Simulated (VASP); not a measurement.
# HgTe (P6_3mc) in VASP: notebook

Aim: see how the results for HgTe move with the level of theory and the settings. Levels: PBE, LDA. Tasks: single point.

All numbers are computed with VASP 6.6.1; they aren't measurements. Logs are shortened: lines on timing, memory, paths and dates and some standing lists are left out, and cuts for length are marked.

## Step 1: The cell of the first run

Symmetry: P6_3mc, No. 186, hexagonal system. The conventional cell has a = 4.643 Å, b = 4.643 Å, c = 7.625 Å, α = 90.00°, β = 90.00°, γ = 120.00°. Within 3.8 Å of Hg (site symmetry 3m) lie 4 Te at 2.85 Å. Te (site symmetry 3m) has 4 Hg at 2.85 Å within 3.8 Å.

## Step 2: Single point, PBE

INCAR

```
ALGO = Normal
EDIFF = 1E-6
ENCUT = 520
GGA = PE
ISIF = 2
ISMEAR = -1
LASPH = True
LCHARG = False
LREAL = False
LWAVE = False
NBANDS = 26
NELM = 100
PREC = Accurate
SIGMA = 0.02
```

KPOINTS

```
k-points
0
Gamma
  6 6 4
```

POSCAR

```
HgTe
1.0
    4.6426044275      0.0000000000      0.0000000000
   -2.3213022138      4.0206133739      0.0000000000
    0.0000000000      0.0000000000      7.6245016025
Hg Te
2 2
Direct
    0.3333333333      0.6666666667      0.0004981614
    0.6666666667      0.3333333333      0.5004981614
    0.3333333333      0.6666666667      0.3745018386
    0.6666666667      0.3333333333      0.8745018386
```

Potentials or basis: VASP PAW PBE potentials, release 64 (Hg, Te).

On the command line:

```
$ cat potpaw_PBE.64/Hg/POTCAR potpaw_PBE.64/Te/POTCAR > POTCAR
$ mpirun -np 1 vasp_std > vasp.out
```

OUTCAR:

```text
EDIFF = 1E-6
   ENCUT = 520
   GGA = PE
   ISIF = 2
   ISMEAR = -1
   LASPH = True
   LREAL = False
   NELM = 100
   PREC = Accurate

 ion  position               nearest neighbor table
   1  0.333  0.667  0.000-   4 2.85   4 2.85   4 2.85   3 2.85
   2  0.667  0.333  0.500-   3 2.85   3 2.85   3 2.85   4 2.85
   3  0.333  0.667  0.375-   2 2.85   2 2.85   2 2.85   1 2.85
   4  0.667  0.333  0.875-   1 2.85   1 2.85   1 2.85   2 2.85

  LATTYP: Found a hexagonal cell.
 ALAT       =     4.6426044275
 C/A-ratio  =     1.6422897366

  Lattice vectors:

 A1 = (   4.6426044275,   0.0000000000,   0.0000000000)
 A2 = (  -2.3213022138,   4.0206133739,   0.0000000000)
 A3 = (   0.0000000000,   0.0000000000,   7.6245016025)

Analysis of symmetry for initial positions (statically):
=====================================================================
 Subroutine PRICEL returns:
 Original cell was already a primitive cell.

 Routine SETGRP: Setting up the symmetry group for a
 hexagonal supercell.

 Subroutine GETGRP returns: Found 12 space group operations
 (whereof  6 operations were pure point group operations)
 out of a pool of 24 trial point group operations.

The static configuration has the point symmetry C_3v.
 The point group associated with its full space group is C_6v.

Analysis of symmetry for dynamics (positions and initial velocities):
=====================================================================
 Subroutine PRICEL returns:
 Original cell was already a primitive cell.

 Routine SETGRP: Setting up the symmetry group for a
 hexagonal supercell.

 Subroutine GETGRP returns: Found 12 space group operations
 (whereof  6 operations were pure point group operations)
 out of a pool of 24 trial point group operations.

The dynamic configuration has the point symmetry C_3v.
 The point group associated with its full space group is C_6v.

 Subroutine INISYM returns: Found 12 space group operations
 (whereof  6 operations are pure point group operations),
 and found     1 'primitive' translations

----------------------------------------------------------------------------------------

                                     Primitive cell

  volume of cell :     142.3198

  direct lattice vectors                    reciprocal lattice vectors
     4.642604428  0.000000000  0.000000000     0.215396340  0.124359135  0.000000000
    -2.321302214  4.020613374  0.000000000     0.000000000  0.248718269  0.000000000
     0.000000000  0.000000000  7.624501602     0.000000000  0.000000000  0.131156114

  length of vectors
     4.642604428  4.642604427  7.624501602     0.248718269  0.248718269  0.131156114

  position of ions in fractional coordinates (direct lattice)
     0.333333333  0.666666667  0.000498161
     0.666666667  0.333333333  0.500498161
     0.333333333  0.666666667  0.374501839
     0.666666667  0.333333333  0.874501839

  ion indices of the primitive-cell ions
   primitive index   ion index
                 1           1
                 2           2
                 3           3
                 4           4

----------------------------------------------------------------------------------------

 KPOINTS: k-points

Automatic generation of k-mesh.
 Grid dimensions read from file:
 generate k-points for:    6    6    4

 Generating k-lattice:

  Cartesian coordinates                     Fractional coordinates (reciprocal lattice)
     0.035899390  0.020726522  0.000000000     0.166666667  0.000000000  0.000000000
     0.000000000  0.041453045  0.000000000     0.000000000  0.166666667  0.000000000
     0.000000000  0.000000000  0.032789028     0.000000000  0.000000000  0.250000000

  Length of vectors
     0.041453045  0.041453045  0.032789028

  Shift w.r.t. Gamma in fractional coordinates (k-lattice)
     0.000000000  0.000000000  0.000000000

 Subroutine IBZKPT returns following result:
 ===========================================

 Found     21 irreducible k-points:

 Following reciprocal coordinates:
            Coordinates               Weight
  0.000000  0.000000  0.000000      1.000000
  0.166667 -0.000000  0.000000      6.000000
  0.333333  0.000000  0.000000      6.000000
  0.500000  0.000000  0.000000      3.000000
  0.166667  0.166667  0.000000      6.000000
  0.333333  0.166667  0.000000     12.000000
[... 13 lines left out ...]
  0.333333  0.166667  0.500000     12.000000
  0.333333  0.333333  0.500000      2.000000
   k-points           NKPTS =     21   k-points in BZ     NKDIM =     21   number of bands    NBANDS=     26
   number of dos      NEDOS =    301   number of ions     NIONS =      4
   total plane-waves  NPLWV =  77760
   dimension x,y,z NGX =    36 NGY =   36 NGZ =   60
   dimension x,y,z NGXF=    72 NGYF=   72 NGZF=  120
   ions per type =               2   2
   NGX,Y,Z   is equivalent  to a cutoff of  12.89, 12.89, 13.08 a.u.
   NGXF,Y,Z  is equivalent  to a cutoff of  25.78, 25.78, 26.17 a.u.
 SYSTEM =  unknown system
   PREC   = accura    normal or accurate (medium, high low for compatibility)
   ISTART =      0    job   : 0-new  1-cont  2-samecut
   ICHARG =      2    charge: 1-file 2-atom 10-const
   ISPIN  =      1    spin polarized calculation?
   LNONCOLLINEAR =      F non collinear calculations
   LSORBIT =      F    spin-orbit coupling
   LASPH  =      T    aspherical Exc in radial PAW
   ENCUT  =  520.0 eV  38.22 Ry    6.18 a.u.   8.63  8.63 14.18*2*pi/ulx,y,z
   NELM   =    100;   NELMIN=  2; NELMDL= -5     # of ELM steps
   EDIFF  = 0.1E-05   stopping-criterion for ELM
   LREAL  =      F    real-space projection
   EDIFFG = 0.1E-04   stopping-criterion for IOM
   NSW    =      0    number of steps for IOM
   IBRION =     -1    ionic relax: 0-MD 1-quasi-New 2-CG
   NFREE  =      0    steps in history (QN), initial steepest desc. (CG)
   ISIF   =      2    stress and relaxation
   ISYM   =      2    0-nonsym 1-usesym 2-fastsym
   POTIM  = 0.5000    time-step for ionic-motion
   TEBEG  =    0.0;   TEEND  =   0.0 temperature during run
   PSTRESS=    0.0 pullay stress
   NELECT =      36.0000    total number of electrons
   NUPDOWN=      -1.0000    fix difference up-down
   EMIN   =  10.00;   EMAX   =-10.00  energy-range for DOS
   EFERMI =   0.00;   METHOD = LEGACY
   ISMEAR =    -1;   SIGMA  =   0.02  broadening in eV -4-tet -1-fermi 0-gaus
   EFERMI_NEDOS =   21; number of points for ismear=-14 and -15
   IALGO  =     38    algorithm
   IMIX   =      4    mixing-type and parameters
     AMIX     =   0.40;   BMIX     =  1.00
     AMIX_MAG =   1.60;   BMIX_MAG =  1.00
  volume/ion in A,a.u.               =      35.58       240.11
  Fermi-wavevector in a.u.,A,eV,Ry     =   1.035350  1.956528 14.584760  1.071950
  Thomas-Fermi vector in A             =   2.169689
   LORBIT       =      0    0 simple, 1 ext, 2 COOP (PROOUT), +10 PAW based schemes
   GGA     = PE    functional components
   LHFCALC =     F    Hartree Fock is set to
   AEXX    =    0.0000 exact exchange contribution
   IVDW    =     0    specifies the selected vdW correction
   LEPSILON=     F    determine dielectric tensor
   LRPA    =     F    only Hartree local field effects (RPA)
 non-spin polarized calculation
  energy-cutoff  :      520.00
  volume of cell :      142.32
 maximum number of plane-waves:      3865
 NGX is ok and might be reduce to    36
   NGX = 17   NGY = 17   NGZ = 29

 number of electron      35.9999997 magnetization

 Free energy of the ion-electron system (eV)
  ---------------------------------------------------
  ext. energy  EPLUGINS =         0.00000000
  ---------------------------------------------------
  free energy    TOTEN  =        -7.23849913 eV

  energy without entropy =       -7.23808608  energy(sigma->0) =       -7.23829260

 E-fermi :   2.5753     XC(G=0):  -8.4995

 val. band max:        2.5745410560   @ k =   0.0000   0.0000   0.0000
 cond. band min:       3.1489061081   @ k =   0.0000   0.0000   0.0000
 fundamental gap:      0.5743650521
 Fermi energy:         2.5752705845

 k-point     1 :       0.0000    0.0000    0.0000
  band No.  band energies     occupation
      1      -9.0635      2.00000
      2      -8.5534      2.00000
      3      -4.4999      2.00000
      4      -4.4877      2.00000
      5      -4.4877      2.00000
      6      -4.4031      2.00000
[... 18 lines left out ...]
     25       8.0453      0.00000
     26       9.0275      0.00000

 k-point     2 :       0.1667   -0.0000    0.0000
  band No.  band energies     occupation
      1      -8.9563      2.00000
      2      -8.4973      2.00000
      3      -4.4711      2.00000
      4      -4.4568      2.00000
      5      -4.4510      2.00000
      6      -4.3652      2.00000
[... 18 lines left out ...]
     25       8.6974      0.00000
     26       9.0914      0.00000

 k-point     3 :       0.3333    0.0000    0.0000
  band No.  band energies     occupation
      1      -8.7118      2.00000
      2      -8.4000      2.00000
      3      -4.4213      2.00000
      4      -4.4054      2.00000
      5      -4.3268      2.00000
      6      -4.2670      2.00000
[... 18 lines left out ...]
     25       9.2429      0.00000
     26       9.5641      0.00000

 k-point     4 :       0.5000    0.0000    0.0000
  band No.  band energies     occupation
      1      -8.5566      2.00000
      2      -8.3759      2.00000
      3      -4.4045      2.00000
      4      -4.3867      2.00000
      5      -4.2231      2.00000
      6      -4.2131      2.00000
[... 18 lines left out ...]
     25       9.8355      0.00000
     26      10.4652      0.00000
[... 409 lines left out ...]
      1      -8.5993      2.00000
      2      -8.5993      2.00000
      3      -4.3805      2.00000
      4      -4.3805      2.00000
      5      -4.3513      2.00000
      6      -4.3513      2.00000
[... 18 lines left out ...]
     25       8.6440      0.00000
     26       8.6440      0.00000

 k-point    20 :       0.3333    0.1667    0.5000
  band No.  band energies     occupation
      1      -8.4605      2.00000
      2      -8.4605      2.00000
      3      -4.3552      2.00000
      4      -4.3552      2.00000
      5      -4.3084      2.00000
      6      -4.3084      2.00000
[... 18 lines left out ...]
     25       9.1309      0.00000
     26       9.1309      0.00000

 k-point    21 :       0.3333    0.3333    0.5000
  band No.  band energies     occupation
      1      -8.4140      2.00000
      2      -8.4140      2.00000
      3      -4.3238      2.00000
      4      -4.3238      2.00000
      5      -4.3087      2.00000
      6      -4.3087      2.00000
[... 18 lines left out ...]
     25       9.6306      0.00000
     26       9.6306      0.00000

------------------------ aborting loop because EDIFF is reached ----------------------------------------

  FORCE on cell =-STRESS in cart. coord.  units (eV):
  Direction    XX          YY          ZZ          XY          YZ          ZX
  --------------------------------------------------------------------------------------
  -------------------------------------------------------------------------------------
  Total        1.2093487      1.2093487      1.2148689     -0.0000000      0.0000000      0.0000000
  in kB       13.6143430     13.6143430     13.6764868     -0.0000000      0.0000000      0.0000000
  external PRESSURE =      13.6350576 kB  Pullay stress =       0.0000000 kB

 VOLUME and BASIS-vectors are now :
 -----------------------------------------------------------------------------
  energy-cutoff  :      520.00
  volume of cell :      142.32
      direct lattice vectors                 reciprocal lattice vectors
     4.642604428  0.000000000  0.000000000     0.215396340  0.124359135  0.000000000
    -2.321302214  4.020613374  0.000000000     0.000000000  0.248718269  0.000000000
     0.000000000  0.000000000  7.624501602     0.000000000  0.000000000  0.131156114

 POSITION                                       TOTAL-FORCE (eV/Angst)
 -----------------------------------------------------------------------------------
     -0.00000      2.68041      0.00380        -0.000000     -0.000000      0.000953
      2.32130      1.34020      3.81605         0.000000      0.000000      0.000953
     -0.00000      2.68041      2.85539        -0.000000      0.000000     -0.000953
      2.32130      1.34020      6.66764        -0.000000     -0.000000     -0.000953
 -----------------------------------------------------------------------------------
    total drift:                               -0.000000      0.000000     -0.000593

  FREE ENERGIE OF THE ION-ELECTRON SYSTEM (eV)
  ---------------------------------------------------
  free  energy   TOTEN  =        -7.2384991290 eV

  energy  without entropy=       -7.2380860751  energy(sigma->0) =       -7.23829260
```

It took 47 s on 1 thread of AMD EPYC 9R45 (Zen 5), shared host; peak memory 0.26 GiB.

Results:

| Property | Result |
| --- | --- |
| Free energy | -7.2385 eV |
| Pressure | 1.4 GPa |
| Band gap on the k mesh | zero (filled and empty bands touch) |

Levels at points of the mesh, in eV from the Fermi level:
| k point | band 16 | band 17 | band 18 | band 19 | band 20 | band 21 |
| --- | --- | --- | --- | --- | --- | --- |
| (0.00, 0.00, 0.00) | -0.83 | -0.08 | 0.00 | 0.00 | 0.57 | 4.28 |
| (0.50, 0.00, 0.00) | -2.05 | -1.49 | -0.89 | 1.62 | 1.80 | 4.05 |
| (0.00, 0.00, 0.50) | -0.48 | -0.48 | -0.48 | 0.92 | 0.92 | 4.79 |
| (0.50, 0.00, 0.50) | -1.62 | -1.52 | -1.52 | 1.43 | 1.43 | 3.64 |

Caveat: the structure was generated, so it needn't be the stable form of HgTe; semilocal functionals underestimate gaps, and a narrow one can read as zero; spin-orbit coupling is left out, which moves the levels of the heavy elements.

## Step 3: Single point, LDA

INCAR

```
SYSTEM = HgTe
PREC     = Accurate       ! precision mode
ENCUT    = 520            ! plane-wave cutoff, eV
EDIFF    = 1E-7           ! SCF threshold, eV
ISMEAR   = -1             ! smearing method
SIGMA    = 0.02           ! smearing width, eV
LREAL    = .False.        ! projectors in reciprocal space
LASPH    = .True.         ! aspherical terms in the spheres
NELM     = 80             ! most SCF steps
ALGO     = Normal         ! electronic algorithm
ISIF     = 2              ! what is computed and relaxed
LWAVE    = .False.        ! write WAVECAR
LCHARG   = .False.        ! write CHGCAR
NBANDS   = 26             ! bands
```

KPOINTS

```
regular mesh
0
Gamma
  6 6 4
  0 0 0
```

POSCAR is that of step 2.

Potentials or basis: VASP PAW LDA potentials, release 64 (Hg, Te).

On the command line:

```
$ cat potpaw_LDA.64/Hg/POTCAR potpaw_LDA.64/Te/POTCAR > POTCAR
$ mpirun -np 1 vasp_std > vasp.out
```

Wall time 52 s (1 thread of AMD EPYC 9R45 (Zen 5), shared host); peak memory 0.22 GiB.

It converged, with:

* Free energy: -9.9671 eV
* Pressure: -2.4 GPa
* Largest force: 0.009 eV/Å
* Band gap on the k mesh: zero (filled and empty bands touch)

Forces on the atoms (eV/Å):
```
Hg   0.000  0.000 -0.009
Hg   0.000  0.000 -0.009
Te   0.000  0.000  0.009
Te   0.000  0.000  0.009
```

Levels at points of the mesh, in eV from the Fermi level:
| k point | band 15 | band 16 | band 17 | band 18 | band 19 | band 20 | band 21 | band 22 |
| --- | --- | --- | --- | --- | --- | --- | --- | --- |
| (0.00, 0.00, 0.00) | -0.90 | -0.90 | -0.09 | 0.00 | 0.00 | 0.46 | 4.20 | 4.20 |
| (0.50, 0.00, 0.00) | -2.95 | -2.07 | -1.52 | -0.90 | 1.54 | 1.71 | 3.92 | 4.81 |
| (0.00, 0.00, 0.50) | -0.49 | -0.49 | -0.49 | -0.49 | 0.82 | 0.82 | 4.66 | 4.66 |
| (0.50, 0.00, 0.50) | -1.64 | -1.64 | -1.54 | -1.54 | 1.33 | 1.33 | 3.51 | 3.51 |

Caveat: the structure was generated, so it needn't be the stable form of HgTe; semilocal functionals underestimate gaps, and a narrow one can read as zero; spin-orbit coupling is left out, which moves the levels of the heavy elements.

## Step 4: Single point, PBE

This run uses another cell than the first one, of 36.86 Å³/atom.

INCAR

```
SYSTEM = HgTe
PREC = Accurate ; ENCUT = 520
EDIFF = 1E-7 ; ISMEAR = -1
SIGMA = 0.02 ; LREAL = .FALSE.
LASPH = .TRUE. ; NELM = 100
ALGO = Normal ; ISIF = 2
LWAVE = .FALSE. ; LCHARG = .FALSE.
GGA = PE ; NBANDS = 26
```

KPOINTS

```
Automatic mesh
0
G
  6 6 4
  0 0 0
```

POSCAR

```
HgTe
1.0
    4.6987816501      0.0000000000      0.0000000000
   -2.3493908251      4.0692642759      0.0000000000
    0.0000000000      0.0000000000      7.7110649742
Hg Te
2 2
Direct
    0.3333333333      0.6666666667      0.0003155724
    0.6666666667      0.3333333333      0.5003155724
    0.3333333333      0.6666666667      0.3746844276
    0.6666666667      0.3333333333      0.8746844276
```

Potentials or basis: VASP PAW PBE potentials, release 64 (Hg, Te).

On the command line:

```
$ cat potpaw_PBE.64/Hg/POTCAR potpaw_PBE.64/Te/POTCAR > POTCAR
$ mpirun -np 1 vasp_std > vasp.out
```

Run time: 55 s. Hardware: 1 thread of AMD EPYC 9R45 (Zen 5), shared host; peak memory 0.26 GiB.

It converged, with:

```
Free energy            : -7.2614 eV
Pressure               : 0.0 GPa
Band gap on the k mesh : zero (filled and empty bands touch)
```

Levels at points of the mesh, in eV from the Fermi level:
| k point | band 16 | band 17 | band 18 | band 19 | band 20 | band 21 |
| --- | --- | --- | --- | --- | --- | --- |
| (0.00, 0.00, 0.00) | -0.83 | -0.07 | 0.00 | 0.00 | 0.57 | 4.34 |
| (0.50, 0.00, 0.00) | -1.92 | -1.38 | -0.83 | 1.58 | 1.81 | 4.09 |
| (0.00, 0.00, 0.50) | -0.45 | -0.45 | -0.45 | 0.89 | 0.89 | 4.79 |
| (0.50, 0.00, 0.50) | -1.51 | -1.42 | -1.42 | 1.43 | 1.43 | 3.69 |

Caveat: the structure was generated, so it needn't be the stable form of HgTe; semilocal functionals underestimate gaps, and a narrow one can read as zero; spin-orbit coupling is left out, which moves the levels of the heavy elements.

## Step 5: Overview

```tsv
level	potentials or basis	cell	gap on the mesh (eV)	pressure (GPa)
PBE	VASP PAW PBE potentials, release 64 (Hg, Te)	a = 4.643, b = 4.643, c = 7.625 Å, angles 90.0, 90.0, 120.0°, 4 atoms, atomic positions A	none	1.4
LDA	VASP PAW LDA potentials, release 64 (Hg, Te)	a = 4.643, b = 4.643, c = 7.625 Å, angles 90.0, 90.0, 120.0°, 4 atoms, atomic positions A	none	-2.4
PBE	VASP PAW PBE potentials, release 64 (Hg, Te)	a = 4.699, b = 4.699, c = 7.711 Å, angles 90.0, 90.0, 120.0°, 4 atoms, atomic positions B	none	0.0
```

Alike in all rows: task single point; no spin polarisation; k mesh 6 × 6 × 4; cutoff (eV) 520; smearing fermi-dirac 0.02 eV.

Caveats: the structure was generated, so it needn't be the stable form of HgTe; semilocal functionals underestimate gaps, and a narrow one can read as zero; spin-orbit coupling is left out, which moves the levels of the heavy elements.

Absolute energies hang on the potentials; compare differences alone.

The gap in the log of VASP goes by the Fermi energy; the results here count the filled bands.